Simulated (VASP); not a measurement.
# BN: single point with PBEsol

Crystal: BN.

```
CELL_PARAMETERS angstrom
2.55394 0.00000 0.00000
-1.27697 2.21178 0.00000
0.00000 0.00000 4.26912
ATOMIC_POSITIONS crystal
N 0.33333 0.66667 0.12528
N 0.66667 0.33333 0.62528
B 0.33333 0.66667 0.49972
B 0.66667 0.33333 0.99972
```

```json
{
  "Program": "VASP 6.6.1",
  "Task": "single point",
  "Functional": "PBEsol",
  "Potentials or basis": "VASP PAW PBE potentials, release 64 (N, B)",
  "Cutoff": "600 eV",
  "k mesh": "10 × 10 × 5",
  "Occupations": "fermi-dirac, width 0.05 eV",
  "Spin": "no spin polarisation",
  "Dipole correction": "no",
  "Further INCAR settings": "ALGO = Normal; EDIFF = 1e-06; NBANDS = 16"
}
```

```json
{"Pressure": "-9.2 GPa", "Largest force": "0.017 eV/Å", "Band gap on the k mesh": "5.15 eV (least direct gap 8.07 eV)"}
```

Forces on the atoms (eV/Å):
```
N    0.000  0.000 -0.017
N    0.000  0.000 -0.017
B    0.000  0.000  0.017
B    0.000  0.000  0.017
```

Stress tensor (GPa, compression positive):
```
 -5.95   0.00   0.00
  0.00  -5.95   0.00
  0.00   0.00 -15.75
```

Levels at points of the mesh, in eV from the valence-band top:
```tsv
k point	band 4	band 5	band 6	band 7	band 8	band 9	band 10	band 11	band 12	band 13
(0.00, 0.00, 0.00)	-2.02	-2.02	-0.31	0.00	0.00	8.08	8.32	8.32	9.43	10.51
(0.50, 0.00, 0.00)	-7.82	-6.83	-4.86	-4.37	-2.12	6.58	7.67	10.48	11.21	12.39
```

Wall time 14 s on 1 thread of Intel(R) Xeon(R) Platinum 8488C (Sapphire Rapids), on a shared host, peak memory 0.14 GiB.

Caveat: the stress differs along the axes, from -16 to -6 GPa; the PAW data sets were made with another functional, which shifts forces and pressure a little. A k mesh can miss the band edges.
